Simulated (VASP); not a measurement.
Tc:

```
Tc
1.0
     2.74000    0.00000    0.00000
    -1.37000    2.37291    0.00000
     0.00000    0.00000    4.39800
Tc
2
Direct
  0.33333 0.66667 0.25000
  0.66667 0.33333 0.75000
```

| Item | Value |
| --- | --- |
| Program | VASP 6.6.1 |
| Task | relaxation of cell and atoms |
| Functional | PBEsol |
| Potentials or basis | VASP PAW PBE potentials, release 64 (Tc_pv) |
| Cutoff | 600 eV |
| k mesh | 10 × 10 × 6 |
| Occupations | methfessel-paxton, width 0.1 eV |
| Spin | no spin polarisation |

At the start: pressure -7.1 GPa; volume 14.30 Å³/atom.

Task: How do energy, volume and symmetry change on relaxing?

Result: Over 7 steps the energy falls by 7.2 meV/atom and the volume is 13.97 Å³/atom (-2.3 %); space group P6_3/mmc (No. 194, to 0.05 Å).

Step by step:
```tsv
step	energy change (eV)	largest force (eV/Å)	pressure (GPa)	volume (Å³)
1	0.0000	0.0000	-7.05	28.59
2	0.1340	0.0000	26.90	26.07
3	-0.0144	0.0000	-0.12	27.97
4	-0.0144	0.0000	-0.06	27.96
5	-0.0144	0.0000	0.10	27.95
6	-0.0144	0.0000	0.10	27.95
7	-0.0145	0.0000	0.10	27.95
```

Final structure:
```xyz
2
Lattice="2.7206 0.0000 0.0000 -1.3603 2.3561 0.0000 0.0000 0.0000 4.3599" Properties=species:S:1:pos:R:3 pbc="T T T"
Tc    0.0000    1.5707    1.0900
Tc    1.3603    0.7854    3.2699
```

Caveat: the PAW data sets were made with another functional, which shifts forces and pressure a little.
